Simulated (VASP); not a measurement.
Here is a VASP 6.6.1 calculation.

INCAR

```
SYSTEM = TaO2
ALGO     = Normal         ! electronic algorithm
EDIFF    = 1E-6           ! SCF threshold, eV
ENCUT    = 600            ! plane-wave cutoff, eV
GGA      = CA             ! functional
GGA_COMPAT= .False.      
ISIF     = 2              ! what is computed and relaxed
ISMEAR   = 0              ! smearing method
LASPH    = .True.         ! aspherical terms in the spheres
LCHARG   = .True.         ! write CHGCAR
LELF     = .True.         ! ELF
LREAL    = .False.        ! projectors in reciprocal space
LVHAR    = .True.       
LWAVE    = .False.        ! write WAVECAR
NBANDS   = 32             ! bands
NELM     = 120            ! most SCF steps
PREC     = Accurate       ! precision mode
SIGMA    = 0.15           ! smearing width, eV
```

Contents of KPOINTS:

```
k-points
0
Gamma
  10 10 16
  0 0 0
```

File POSCAR:

```
TaO2
1.0
    5.0873578869      0.0000000000      0.0000000000
    0.0000000000      5.0873578869      0.0000000000
    0.0000000000      0.0000000000      2.7130879611
Ta O
2 4
Direct
    0.0000000000      0.0000000000      0.5000000000
    0.5000000000      0.5000000000      0.0000000000
    0.7128899085      0.2871100915      0.5000000000
    0.2871100915      0.7128899085      0.5000000000
    0.2128899085      0.2128899085      0.0000000000
    0.7871100915      0.7871100915      0.0000000000
```

Potentials or basis: VASP PAW LDA potentials, release 64 (Ta_pv, O).

Command:

```bash
$ cat potpaw_LDA.64/Ta_pv/POTCAR potpaw_LDA.64/O/POTCAR > POTCAR
$ mpirun -np 1 vasp_std > vasp.out
```

(1) Estimate the largest force.

(2) Estimate the pressure.

(3) Predict the band gap on the k mesh.

## Answers

(1) 0.514 eV/Å.

(2) -4.7 GPa.

(3) zero (bands 23 and 24 overlap by 2.92 eV).

Caveat: the stress differs along the axes, from -14 to 13 GPa; spin-orbit coupling is left out, which moves the levels of the heavy elements.
